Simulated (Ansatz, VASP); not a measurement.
MgS in VASP and in Ansatz

Contents of INCAR:

```
SYSTEM = MgS
PREC     = Accurate       ! precision mode
ENCUT    = 600            ! plane-wave cutoff, eV
EDIFF    = 1E-6           ! SCF threshold, eV
ISMEAR   = 0              ! smearing method
SIGMA    = 0.1            ! smearing width, eV
LREAL    = .False.        ! projectors in reciprocal space
LASPH    = .True.         ! aspherical terms in the spheres
NELM     = 120            ! most SCF steps
ALGO     = Normal         ! electronic algorithm
ISIF     = 2              ! what is computed and relaxed
LWAVE    = .False.        ! write WAVECAR
LCHARG   = .True.         ! write CHGCAR
GGA      = PE             ! functional
IVDW     = 12             ! dispersion correction
LELF     = .True.         ! ELF
LVHAR    = .True.       
NBANDS   = 11             ! bands
GGA_COMPAT= .False.
```

File KPOINTS:

```
regular mesh
0
Gamma
  8 8 8
  0 0 0
```

File POSCAR:

```
MgS
1.0
    0.0000000000      2.6223422544      2.6223422544
    2.6223422544      0.0000000000      2.6223422544
    2.6223422544      2.6223422544      0.0000000000
Mg S
1 1
Direct
    0.0000000000      0.0000000000      0.0000000000
    0.7500000000      0.7500000000      0.7500000000
```

Input for Ansatz:

```yaml
crystal:
  lattice:
    - [0.0, 2.6223422544, 2.6223422544]
    - [2.6223422544, 0.0, 2.6223422544]
    - [2.6223422544, 2.6223422544, 0.0]
  atoms:
    - { symbol: Mg, position: [0.0, 0.0, 0.0] }
    - { symbol: S, position: [0.75, 0.75, 0.75] }
basis:
  ecutwfc: 420
kpoints:
  mp_grid: { grid: [8, 8, 8] }
hamiltonian:
  xc: pbe
  dispersion: d3bj
scf:
  occupations: { method: gaussian, width: 0.1 }
output:
  forces: true
  stress: true
  eigenvalues: true
```

Alike in both runs: task single point; functional PBE; dispersion D3(BJ); k mesh 8 × 8 × 8; occupations gaussian, width 0.1 eV; no spin polarisation.

|  | VASP | Ansatz |
| --- | --- | --- |
| version | VASP 6.6.1 | Ansatz 0.2.0 |
| potentials or method | VASP PAW PBE potentials, release 64 (Mg, S), cutoff 600 eV | scalar-relativistic, plane waves, PAW |
| valence electrons in the cell | 8 | 16 |

```csv
,VASP,Ansatz,Ansatz less VASP
gap on the k mesh at the Fermi level (eV),3.59,3.59,+0.004
least direct gap on the mesh (eV),4.71,4.71,+0.001
pressure (GPa),19.3,19.3,-0.01
```

VASP's potentials hold 8 valence electrons a cell and Ansatz's 16, so a difference there can come from the potentials and not from the codes.
